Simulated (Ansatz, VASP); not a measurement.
One calculation of TiO2, two programs

```
CELL_PARAMETERS angstrom
2.64037 -2.64044 -0.01970
2.64037 2.64044 -0.01970
-2.60455 0.00000 4.80274
ATOMIC_POSITIONS crystal
Ti 0.12501 0.87499 0.25000
Ti 0.87499 0.12501 0.75000
O 0.31795 0.06798 0.63591
O 0.68205 0.93202 0.36409
O 0.93202 0.68205 0.86409
O 0.06798 0.31795 0.13591
```

Alike in both runs: task single point; functional PBE; k mesh 6 × 6 × 6; occupations gaussian, width 0.05 eV; no spin polarisation; Hubbard terms Ti d U = 4.0 eV.

```csv
,VASP,Ansatz
version,VASP 6.6.1,Ansatz 0.2.0
potentials or method,"VASP PAW PBE potentials, release 64 (Ti_sv, O), cutoff 520 eV","scalar-relativistic, plane waves, PAW"
valence electrons in the cell,48,48
```

|  | VASP | Ansatz | Ansatz less VASP |
| --- | --- | --- | --- |
| gap on the k mesh at the Fermi level (eV) | 2.93 | 2.95 | +0.019 |
| least direct gap on the mesh (eV) | 3.18 | 3.18 | -0.002 |
| rms of the force components (eV/Å) | 1.673 | 1.544 | -0.1284 |

The programs project onto different local orbitals, so the same U acts differently, and such runs can settle in different states. Atom by atom the forces differ by 0.128 eV/Å (rms over components).
